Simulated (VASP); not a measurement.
The system is W2AuN3.

```
CELL_PARAMETERS angstrom
5.07662 0.00000 0.00000
-2.53831 4.39648 0.00000
0.00000 0.00000 3.56566
ATOMIC_POSITIONS crystal
W 0.66667 0.33333 0.96314
W 0.33333 0.66667 0.96314
Au 0.00000 0.00000 0.88881
N 0.50000 0.50000 0.45952
N 0.50000 0.00000 0.45952
N 0.00000 0.50000 0.45952
```

The cell was built from a structure type or drawn by symmetry, and may not be a known phase.

```yaml
Program: VASP 6.6.1
Task: relaxation of cell and atoms
Functional: PBE
Potentials_or_basis: VASP PAW PBE potentials, release 64 (W_sv, Au, N)
Cutoff: 600 eV
k_mesh: 3 × 3 × 3
Occupations: gaussian, width 0.15 eV
Spin: no spin polarisation
```

At the start: pressure -27.6 GPa; volume 13.26 Å³/atom.

How do energy, volume and symmetry change on relaxing?

Over 14 steps the energy falls by 626.8 meV/atom and the volume is 11.74 Å³/atom (-11.5 %); space group P6mm (No. 183, to 0.1 Å) before and after.

The path:
| step | energy change (eV) | largest force (eV/Å) | pressure (GPa) | volume (Å³) |
| --- | --- | --- | --- | --- |
| 1 | 0.0000 | 0.7381 | -27.56 | 79.58 |
| 2 | 0.7343 | 1.4599 | 118.31 | 54.99 |
| 3 | -2.9344 | 0.5478 | 11.45 | 66.15 |
| 4 | -2.9465 | 0.5182 | 14.14 | 65.66 |
| 5 | -3.6968 | 0.2394 | 6.48 | 69.29 |
| 6 | -3.7208 | 0.1614 | 6.46 | 68.86 |
| 7 | -3.6564 | 0.2354 | -9.87 | 72.90 |
| 8 | -3.7521 | 0.1465 | 0.00 | 70.29 |
| 9 | -3.7521 | 0.1468 | 0.13 | 70.26 |
| 10 | -3.7534 | 0.1393 | 0.02 | 70.33 |
| 11 | -3.7549 | 0.1197 | -0.23 | 70.51 |
| 12 | -3.7558 | 0.1121 | -0.20 | 70.51 |
| 13 | -3.7579 | 0.0897 | -0.10 | 70.49 |
| 14 | -3.7605 | 0.0481 | 0.14 | 70.46 |

Final structure:
```
W Au N
1.0
     5.29890    0.00000    0.00000
    -2.64945    4.58899    0.00000
     0.00000    0.00000    2.89742
W Au N
2 1 3
Direct
  0.66667 0.33333 0.97523
  0.33333 0.66667 0.97523
  0.00000 0.00000 0.91392
  0.50000 0.50000 0.44308
  0.50000 0.00000 0.44308
  0.00000 0.50000 0.44308
```

Caveat: the k points lie up to 0.72 Å⁻¹ apart in the final cell, too coarse for converged energies and pressures of a metal; a cell axis changed by over 15 % at a fixed basis, so the end point is rough; the relaxation stopped at a loose force limit of 0.08 eV/Å, so its end isn't a converged minimum.
